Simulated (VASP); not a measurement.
# BP (Pm-3m) in VASP: further runs

Runs on BP. Level: PBE. Tasks: single point, relaxation of cell and atoms.

All numbers are computed with VASP 6.6.1; they aren't measurements. Logs are shortened: lines on timing, memory, paths and dates and some standing lists are left out, and cuts for length are marked.

**1. The cell of the first run**

It takes space group Pm-3m (No. 221, cubic). The conventional cell has a = 2.954 Å, b = 2.954 Å, c = 2.954 Å, α = 90.00°, β = 90.00°, γ = 90.00°. Within 3.4 Å of B (site symmetry m-3m) lie 8 P at 2.56 Å and 6 B at 2.95 Å. Within 3.4 Å of P (site symmetry m-3m) lie 8 B at 2.56 Å and 6 P at 2.95 Å.

**2. Single point, PBE**

Contents of INCAR:

```
SYSTEM = BP
PREC = Accurate
ENCUT = 520
EDIFF = 1E-6
ISMEAR = 0
SIGMA = 0.1
LREAL = .False.
LASPH = .True.
NELM = 100
ALGO = Normal
ISIF = 2
LWAVE = .False.
LCHARG = .False.
GGA = PE
NBANDS = 11
```

Contents of KPOINTS:

```
regular mesh
0
Gamma
  6 6 6
  0 0 0
```

Contents of POSCAR:

```
BP
1.0
    2.9540493500      0.0000000000      0.0000000000
    0.0000000000      2.9540493500      0.0000000000
    0.0000000000      0.0000000000      2.9540493500
B P
1 1
Direct
    0.5000000000      0.5000000000      0.5000000000
    0.0000000000      0.0000000000      0.0000000000
```

Potentials or basis: VASP PAW PBE potentials, release 64 (B, P).

Started as:

```bash
cat potpaw_PBE.64/B/POTCAR potpaw_PBE.64/P/POTCAR > POTCAR
mpirun -np 1 vasp_std > vasp.out
```

OUTCAR:

```text
SYSTEM = BP
   PREC = Accurate
   ENCUT = 520
   EDIFF = 1E-6
   ISMEAR = 0
   LREAL = .False.
   LASPH = .True.
   NELM = 100
   ISIF = 2
   GGA = PE

 ion  position               nearest neighbor table
   1  0.500  0.500  0.500-   2 2.56   2 2.56   2 2.56   2 2.56   2 2.56   2 2.56   2 2.56   2 2.56

   2  0.000  0.000  0.000-   1 2.56   1 2.56   1 2.56   1 2.56   1 2.56   1 2.56   1 2.56   1 2.56

  LATTYP: Found a simple cubic cell.
 ALAT       =     2.9540493500

  Lattice vectors:

 A1 = (   2.9540493500,   0.0000000000,   0.0000000000)
 A2 = (   0.0000000000,   2.9540493500,   0.0000000000)
 A3 = (   0.0000000000,   0.0000000000,   2.9540493500)

Analysis of symmetry for initial positions (statically):
=====================================================================
 Subroutine PRICEL returns:
 Original cell was already a primitive cell.

 Routine SETGRP: Setting up the symmetry group for a
 simple cubic supercell.

 Subroutine GETGRP returns: Found 48 space group operations
 (whereof 48 operations were pure point group operations)
 out of a pool of 48 trial point group operations.

The static configuration has the point symmetry O_h .

Analysis of symmetry for dynamics (positions and initial velocities):
=====================================================================
 Subroutine PRICEL returns:
 Original cell was already a primitive cell.

 Routine SETGRP: Setting up the symmetry group for a
 simple cubic supercell.

 Subroutine GETGRP returns: Found 48 space group operations
 (whereof 48 operations were pure point group operations)
 out of a pool of 48 trial point group operations.

The dynamic configuration has the point symmetry O_h .

 Subroutine INISYM returns: Found 48 space group operations
 (whereof 48 operations are pure point group operations),
 and found     1 'primitive' translations

----------------------------------------------------------------------------------------

                                     Primitive cell

  volume of cell :      25.7782

  direct lattice vectors                    reciprocal lattice vectors
     2.954049350  0.000000000  0.000000000     0.338518380  0.000000000  0.000000000
     0.000000000  2.954049350  0.000000000     0.000000000  0.338518380  0.000000000
     0.000000000  0.000000000  2.954049350     0.000000000  0.000000000  0.338518380

  length of vectors
     2.954049350  2.954049350  2.954049350     0.338518380  0.338518380  0.338518380

  position of ions in fractional coordinates (direct lattice)
     0.500000000  0.500000000  0.500000000
     0.000000000  0.000000000  0.000000000

  ion indices of the primitive-cell ions
   primitive index   ion index
                 1           1
                 2           2

----------------------------------------------------------------------------------------

 KPOINTS: regular mesh

Automatic generation of k-mesh.
 Grid dimensions read from file:
 generate k-points for:    6    6    6

 Generating k-lattice:

  Cartesian coordinates                     Fractional coordinates (reciprocal lattice)
     0.056419730  0.000000000  0.000000000     0.166666667  0.000000000  0.000000000
     0.000000000  0.056419730  0.000000000     0.000000000  0.166666667  0.000000000
     0.000000000  0.000000000  0.056419730     0.000000000  0.000000000  0.166666667

  Length of vectors
     0.056419730  0.056419730  0.056419730

  Shift w.r.t. Gamma in fractional coordinates (k-lattice)
     0.000000000  0.000000000  0.000000000

 Subroutine IBZKPT returns following result:
 ===========================================

 Found     20 irreducible k-points:

 Following reciprocal coordinates:
            Coordinates               Weight
  0.000000  0.000000  0.000000      1.000000
  0.166667  0.000000  0.000000      6.000000
  0.333333  0.000000  0.000000      6.000000
  0.500000  0.000000  0.000000      3.000000
  0.166667  0.166667  0.000000     12.000000
  0.333333  0.166667  0.000000     24.000000
[... 12 lines left out ...]
  0.500000  0.500000  0.333333      6.000000
  0.500000  0.500000  0.500000      1.000000
   k-points           NKPTS =     20   k-points in BZ     NKDIM =     20   number of bands    NBANDS=     11
   number of dos      NEDOS =    301   number of ions     NIONS =      2
   total plane-waves  NPLWV =  13824
   dimension x,y,z NGX =    24 NGY =   24 NGZ =   24
   dimension x,y,z NGXF=    48 NGYF=   48 NGZF=   48
   ions per type =               1   1
   NGX,Y,Z   is equivalent  to a cutoff of  13.51, 13.51, 13.51 a.u.
   NGXF,Y,Z  is equivalent  to a cutoff of  27.01, 27.01, 27.01 a.u.
 SYSTEM =  BP
   PREC   = accura    normal or accurate (medium, high low for compatibility)
   ISTART =      0    job   : 0-new  1-cont  2-samecut
   ICHARG =      2    charge: 1-file 2-atom 10-const
   ISPIN  =      1    spin polarized calculation?
   LNONCOLLINEAR =      F non collinear calculations
   LSORBIT =      F    spin-orbit coupling
   LASPH  =      T    aspherical Exc in radial PAW
   ENCUT  =  520.0 eV  38.22 Ry    6.18 a.u.   5.49  5.49  5.49*2*pi/ulx,y,z
   NELM   =    100;   NELMIN=  2; NELMDL= -5     # of ELM steps
   EDIFF  = 0.1E-05   stopping-criterion for ELM
   LREAL  =      F    real-space projection
   EDIFFG = 0.1E-04   stopping-criterion for IOM
   NSW    =      0    number of steps for IOM
   IBRION =     -1    ionic relax: 0-MD 1-quasi-New 2-CG
   NFREE  =      0    steps in history (QN), initial steepest desc. (CG)
   ISIF   =      2    stress and relaxation
   ISYM   =      2    0-nonsym 1-usesym 2-fastsym
   POTIM  = 0.5000    time-step for ionic-motion
   TEBEG  =    0.0;   TEEND  =   0.0 temperature during run
   PSTRESS=    0.0 pullay stress
   NELECT =       8.0000    total number of electrons
   NUPDOWN=      -1.0000    fix difference up-down
   EMIN   =  10.00;   EMAX   =-10.00  energy-range for DOS
   EFERMI =   0.00;   METHOD = LEGACY
   ISMEAR =     0;   SIGMA  =   0.10  broadening in eV -4-tet -1-fermi 0-gaus
   EFERMI_NEDOS =   21; number of points for ismear=-14 and -15
   IALGO  =     38    algorithm
   IMIX   =      4    mixing-type and parameters
     AMIX     =   0.40;   BMIX     =  1.00
     AMIX_MAG =   1.60;   BMIX_MAG =  1.00
  volume/ion in A,a.u.               =      12.89        86.98
  Fermi-wavevector in a.u.,A,eV,Ry     =   1.108376  2.094527 16.714719  1.228497
  Thomas-Fermi vector in A             =   2.244902
   LORBIT       =      0    0 simple, 1 ext, 2 COOP (PROOUT), +10 PAW based schemes
   GGA     = PE    functional components
   LHFCALC =     F    Hartree Fock is set to
   AEXX    =    0.0000 exact exchange contribution
   IVDW    =     0    specifies the selected vdW correction
   LEPSILON=     F    determine dielectric tensor
   LRPA    =     F    only Hartree local field effects (RPA)
 non-spin polarized calculation
 Gauss-broadening in eV      SIGMA  =   0.10
  energy-cutoff  :      520.00
  volume of cell :       25.78
 maximum number of plane-waves:       739
 NGX is ok and might be reduce to    24
   NGX = 11   NGY = 11   NGZ = 11

 number of electron       8.0000001 magnetization

 Free energy of the ion-electron system (eV)
  ---------------------------------------------------
  ext. energy  EPLUGINS =         0.00000000
  ---------------------------------------------------
  free energy    TOTEN  =        -8.84185740 eV

  energy without entropy =       -8.83855059  energy(sigma->0) =       -8.84020399

 E-fermi :   6.9589     XC(G=0): -11.0458

 val. band max:        6.8887825082   @ k =   0.1667   0.1667   0.0000
 cond. band min:       7.0806690482   @ k =   0.5000   0.1667   0.1667
 fundamental gap:      0.1918865400
 Fermi energy:         6.9588671074

 k-point     1 :       0.0000    0.0000    0.0000
  band No.  band energies     occupation
      1      -7.7271      2.00000
      2       6.1043      2.00000
      3       6.1043      2.00000
      4       6.1043      2.00000
      5       6.6197      2.00000
      6      11.9939      0.00000
      7      11.9939      0.00000
      8      15.1655      0.00000
      9      15.1655      0.00000
     10      15.1655      0.00000
     11      23.0812      0.00000

 k-point     2 :       0.1667    0.0000    0.0000
  band No.  band energies     occupation
      1      -7.3122      2.00000
      2       2.9566      2.00000
      3       6.4999      2.00000
      4       6.4999      2.00000
      5       7.9478      0.00000
      6      12.4109      0.00000
      7      14.1583      0.00000
      8      14.1583      0.00000
      9      14.1702      0.00000
     10      14.9516      0.00000
     11      22.9285      0.00000

 k-point     3 :       0.3333    0.0000    0.0000
  band No.  band energies     occupation
      1      -6.1205      2.00000
      2      -0.4892      2.00000
      3       7.6660      0.00000
      4       7.6660      0.00000
      5       9.0398      0.00000
      6      11.8986      0.00000
      7      11.8986      0.00000
      8      12.4840      0.00000
      9      13.5621      0.00000
     10      19.8991      0.00000
     11      20.5245      0.00000

 k-point     4 :       0.5000    0.0000    0.0000
  band No.  band energies     occupation
      1      -4.8901      2.00000
      2      -2.5076      2.00000
      3       9.3680      0.00000
      4       9.3680      0.00000
      5       9.7101      0.00000
      6       9.7101      0.00000
      7      10.2227      0.00000
      8      10.9574      0.00000
      9      14.5611      0.00000
     10      18.6069      0.00000
     11      23.2118      0.00000

 k-point     5 :       0.1667    0.1667    0.0000
  band No.  band energies     occupation
      1      -6.8973      2.00000
      2       2.9952      2.00000
      3       3.8308      2.00000
      4       6.8888      1.67839
      5       9.3637      0.00000
      6      11.9625      0.00000
      7      13.6335      0.00000
      8      14.3385      0.00000
      9      14.6588      0.00000
     10      16.0513      0.00000
     11      21.1037      0.00000
[... 155 lines left out ...]
 k-point    17 :       0.3333    0.3333    0.3333
  band No.  band energies     occupation
      1      -2.9349      2.00000
      2       1.9310      2.00000
      3       3.1686      2.00000
      4       3.1686      2.00000
      5       6.5477      2.00000
      6       8.2892      0.00000
      7       8.2892      0.00000
      8      11.7951      0.00000
      9      20.9626      0.00000
     10      22.8797      0.00000
     11      22.8797      0.00000

 k-point    18 :       0.5000    0.3333    0.3333
  band No.  band energies     occupation
      1      -1.7619      2.00000
      2       0.6989      2.00000
      3       3.6870      2.00000
      4       4.8220      2.00000
      5       5.0653      2.00000
      6       5.8796      2.00000
      7       9.4747      0.00000
      8       9.8365      0.00000
      9      21.9928      0.00000
     10      22.3854      0.00000
     11      23.6900      0.00000

 k-point    19 :       0.5000    0.5000    0.3333
  band No.  band energies     occupation
      1      -0.7226      2.00000
      2       2.3483      2.00000
      3       2.3483      2.00000
      4       3.0787      2.00000
      5       5.6051      2.00000
      6       7.2137      0.00031
      7       7.5404      0.00000
      8       7.5404      0.00000
      9      23.3865      0.00000
     10      23.3865      0.00000
     11      23.5373      0.00000

 k-point    20 :       0.5000    0.5000    0.5000
  band No.  band energies     occupation
      1       0.1385      2.00000
      2       4.0157      2.00000
      3       4.0157      2.00000
      4       4.0157      2.00000
      5       4.6186      2.00000
      6       5.0909      2.00000
      7       5.0909      2.00000
      8       5.0909      2.00000
      9      24.4795      0.00000
     10      24.4795      0.00000
     11      24.4795      0.00000

------------------------ aborting loop because EDIFF is reached ----------------------------------------

  FORCE on cell =-STRESS in cart. coord.  units (eV):
  Direction    XX          YY          ZZ          XY          YZ          ZX
  --------------------------------------------------------------------------------------
  -------------------------------------------------------------------------------------
  Total       -3.0101012     -3.0101012     -3.0101012     -0.0000000      0.0000000     -0.0000000
  in kB     -187.0847720   -187.0847720   -187.0847720     -0.0000000      0.0000000     -0.0000000
  external PRESSURE =    -187.0847720 kB  Pullay stress =       0.0000000 kB

 VOLUME and BASIS-vectors are now :
 -----------------------------------------------------------------------------
  energy-cutoff  :      520.00
  volume of cell :       25.78
      direct lattice vectors                 reciprocal lattice vectors
     2.954049350  0.000000000  0.000000000     0.338518380  0.000000000  0.000000000
     0.000000000  2.954049350  0.000000000     0.000000000  0.338518380  0.000000000
     0.000000000  0.000000000  2.954049350     0.000000000  0.000000000  0.338518380

 POSITION                                       TOTAL-FORCE (eV/Angst)
 -----------------------------------------------------------------------------------
      1.47702      1.47702      1.47702         0.000000      0.000000      0.000000
      0.00000      0.00000      0.00000         0.000000      0.000000      0.000000
 -----------------------------------------------------------------------------------
    total drift:                                0.000000      0.000000     -0.000000

  FREE ENERGIE OF THE ION-ELECTRON SYSTEM (eV)
  ---------------------------------------------------
  free  energy   TOTEN  =        -8.8418574002 eV

  energy  without entropy=       -8.8385505895  energy(sigma->0) =       -8.84020399
```

It took 4 s on 1 thread of Intel Xeon 6975P-C, shared host; peak memory 0.13 GiB.

What came out:

| Quantity | Value |
| --- | --- |
| Free energy | -8.8419 eV |
| Pressure | -18.7 GPa |
| Band gap on the k mesh | zero (band 4 reaches 9.37 eV, above the bottom of band 5 at 4.62 eV) |

**3. Relaxation of cell and atoms, PBE**

Contents of INCAR:

```
SYSTEM = BP
PREC = Accurate
ENCUT = 600
EDIFF = 1E-7
ISMEAR = 0
SIGMA = 0.1
LREAL = .FALSE.
LASPH = .TRUE.
NELM = 100
ALGO = Normal
ISIF = 3
LWAVE = .FALSE.
LCHARG = .FALSE.
GGA = PE
IBRION = 2
NSW = 90
EDIFFG = -0.04
```

Contents of KPOINTS:

```
regular mesh
0
G
  6 6 6
  0 0 0
```

POSCAR is that of step 2.

Potentials or basis: VASP PAW PBE potentials, release 64 (B, P).

Started as:

```bash
cat potpaw_PBE.64/B/POTCAR potpaw_PBE.64/P/POTCAR > POTCAR
mpirun -np 1 vasp_std > vasp.out
```

Wall time 8 s (1 thread of Intel Xeon 6975P-C, shared host); peak memory 0.13 GiB.

Results (log left out):

| Property | Result |
| --- | --- |
| Free energy | -9.2235 eV |
| Relaxed volume | 10.19 Å³/atom |
| Relaxed cell | a = 2.731 Å, b = 2.731 Å, c = 2.731 Å, α = 90.00°, β = 90.00°, γ = 90.00° |
| Space group after relaxing (to 0.05 Å) | Pm-3m (No. 221) |
| Energy gained by relaxing | 190.5 meV/atom |
| Ionic steps | 3 |
| Pressure after relaxing | 0.1 GPa |

Step by step:
```
step  energy change (eV)  largest force (eV/Å)  pressure (GPa)  volume (Å³)
   1              0.0000                0.0000          -18.70        25.78
   2             -0.3804                0.0000           -1.21        20.56
   3             -0.3811                0.0000            0.09        20.37
```

Final structure:
```
CELL_PARAMETERS angstrom
2.73108 0.00000 0.00000
0.00000 2.73108 0.00000
0.00000 0.00000 2.73108
ATOMIC_POSITIONS crystal
B 0.50000 0.50000 0.50000
P 0.00000 0.00000 0.00000
```

Levels at points of the mesh, in eV from the Fermi level:
| k point | band 1 | band 2 | band 3 | band 4 | band 5 | band 6 | band 7 | band 8 |
| --- | --- | --- | --- | --- | --- | --- | --- | --- |
| (0.00, 0.00, 0.00) | -17.05 | -1.15 | -1.15 | -1.15 | 1.91 | 4.36 | 4.36 | 10.58 |
| (0.50, 0.00, 0.00) | -13.43 | -11.39 | 2.77 | 2.77 | 3.29 | 3.29 | 4.85 | 5.99 |
| (0.50, 0.50, 0.00) | -9.37 | -8.04 | -8.04 | -6.10 | 4.94 | 5.34 | 8.17 | 8.17 |
| (0.50, 0.50, 0.50) | -5.77 | -3.76 | -3.76 | -3.76 | -3.09 | -3.09 | -3.09 | -1.74 |

Caveat: the volume moved by over 15 % at a fixed basis, so the end points are rough; the bands computed are all filled at some k points, so no gap is given.
